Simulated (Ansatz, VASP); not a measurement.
**Ir in VASP and in Ansatz**

File INCAR:

```
SYSTEM = Ir
  ALGO = Normal
  EDIFF = 1E-6
  ENCUT = 560
  GGA = CA
  GGA_COMPAT = .FALSE.
  ISIF = 2
  ISMEAR = 0
  LASPH = .TRUE.
  LCHARG = .FALSE.
  LREAL = .FALSE.
  LWAVE = .FALSE.
  NBANDS = 14
  NELM = 120
  PREC = Accurate
  SIGMA = 0.15
```

Contents of KPOINTS:

```
k-points
0
G
  22 22 22
  0 0 0
```

Contents of POSCAR:

```
Ir
1.0
    0.0000000000      2.0410936996      1.7490131912
    2.0410936996      0.0000000000      1.7490131912
    2.0410936996      2.0410936996      0.0000000000
Ir
1
Direct
    0.0000000000      0.0000000000      0.0000000000
```

Input for Ansatz:

```yaml
crystal:
  lattice:
    - [0.0, 2.0410936996, 1.7490131912]
    - [2.0410936996, 0.0, 1.7490131912]
    - [2.0410936996, 2.0410936996, 0.0]
  atoms:
    - { symbol: Ir, position: [0.0, 0.0, 0.0] }
basis:
  ecutwfc: 420
kpoints:
  mp_grid: { grid: [22, 22, 22] }
hamiltonian:
  xc: lda
  pseudopotentials: { kind: paw, azcp: { folder: soft_1 } }
scf:
  occupations: { method: gaussian, width: 0.15 }
output:
  forces: true
  stress: true
  eigenvalues: true
```

Alike in both runs: task single point; functional LDA; k mesh 22 × 22 × 22; occupations gaussian, width 0.15 eV; no spin polarisation.

|  | VASP | Ansatz |
| --- | --- | --- |
| version | VASP 6.6.1 | Ansatz 0.2.0 |
| potentials or method | VASP PAW LDA potentials, release 64 (Ir_sv_GW), cutoff 560 eV | scalar-relativistic, plane waves, PAW |
| valence electrons in the cell | 17 | 17 |

```tsv
	VASP	Ansatz	Ansatz less VASP
gap on the k mesh at the Fermi level (eV)	none	none	-
pressure (GPa)	-14.5	-14.0	+0.45
traceless stress, the component that is largest in VASP (GPa)	28.17	28.33	+0.162
```

Ansatz warns that its potentials were made for another functional, while VASP's fit it. LDA's correlation is that of Perdew and Zunger in VASP and of Perdew and Wang (1992) in Ansatz. A gap of «none» marks a metal or a gap that the smearing closes.

Spin-orbit coupling is off throughout.
